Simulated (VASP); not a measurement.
A run of VASP 6.6.1 is set up as follows.

File INCAR:

```
PREC = Accurate
ENCUT = 520
EDIFF = 1E-6
ISMEAR = 0
SIGMA = 0.1
LREAL = False
LASPH = True
NELM = 80
ALGO = Normal
ISIF = 2
LWAVE = False
LCHARG = False
GGA = PE
NBANDS = 46
```

File KPOINTS:

```
Automatic mesh
0
Gamma
  6 6 6
```

File POSCAR:

```
Sn3S5
1.0
    4.0130197119      2.3169180109      3.2784001961
   -4.0130197119      2.3169180109      3.2784001961
    0.0000000000     -4.6338360219      3.2784001961
Sn S
3 5
Direct
    0.5000000000      0.5000000000      0.0000000000
    0.0000000000      0.5000000000      0.5000000000
    0.5000000000      0.0000000000      0.5000000000
    0.0000000000      0.0000000000      0.5000000000
    0.5000000000      0.0000000000      0.0000000000
    0.0000000000      0.5000000000      0.0000000000
    0.0000000000      0.0000000000      0.0000000000
    0.5000000000      0.5000000000      0.5000000000
```

Potentials or basis: VASP PAW PBE potentials, release 64 (Sn_d, S).

Command:

```console
$ cat potpaw_PBE.64/Sn_d/POTCAR potpaw_PBE.64/S/POTCAR > POTCAR
$ mpirun -np 1 vasp_std > vasp.out
```

(1) Predict the pressure.

(2) Predict the band gap on the k mesh.

Answers

(1) -0.1 GPa.

(2) zero (band 36 reaches 8.01 eV, above the bottom of band 37 at 6.01 eV).

Caveat: spin-orbit coupling is left out, which moves the levels of the heavy elements.
